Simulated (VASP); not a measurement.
Input of a VASP 6.6.1 run:

File POSCAR:

```
KI
1.0
    4.8505123485      0.0000000000      0.0000000000
   -2.4252561743      4.2006669151      0.0000000000
    0.0000000000      0.0000000000      8.5032205910
K I
2 2
Direct
    0.0000000000      0.0000000000      0.0000000000
    0.0000000000      0.0000000000      0.5000000000
    0.3333333333      0.6666666667      0.2500000000
    0.6666666667      0.3333333333      0.7500000000
```

INCAR.step1

```
SYSTEM = KI
PREC = Accurate ; ENCUT = 520
ISMEAR = 0 ; SIGMA = 0.01
LREAL = .FALSE. ; LASPH = .TRUE.
NELM = 60 ; NBANDS = 24
GGA = PE ; ALGO = Normal
EDIFF = 1E-4 ; LWAVE = .TRUE.
LCHARG = .FALSE.
```

The input INCAR.step2:

```
SYSTEM = KI
PREC = Accurate ; ENCUT = 520
EDIFF = 1E-7 ; ISMEAR = 0
SIGMA = 0.01 ; LREAL = .FALSE.
LASPH = .TRUE. ; NELM = 60
ALGO = Normal ; ISIF = 2
LWAVE = .FALSE. ; LCHARG = .FALSE.
METAGGA = R2SCAN ; LMIXTAU = .TRUE.
NBANDS = 24 ; ISTART = 1
```

The input KPOINTS:

```
Automatic mesh
0
G
  6 6 4
  0 0 0
```

Potentials or basis: VASP PAW PBE potentials, release 64 (K_sv, I).

Command:

```sh
$ cat potpaw_PBE.64/K_sv/POTCAR potpaw_PBE.64/I/POTCAR > POTCAR
$ cp INCAR.step1 INCAR
$ mpirun -np 1 vasp_std > vasp.out
$ cp INCAR.step2 INCAR
$ mpirun -np 1 vasp_std > vasp.out
```

Estimate the band gap on the k mesh.

4.57 eV, direct.

Estimate the pressure.

0.4 GPa.

Caveat: the PAW data sets were made with another functional, which shifts forces and pressure a little; spin-orbit coupling is left out, which moves the levels of the heavy elements. A k mesh can miss the band edges.
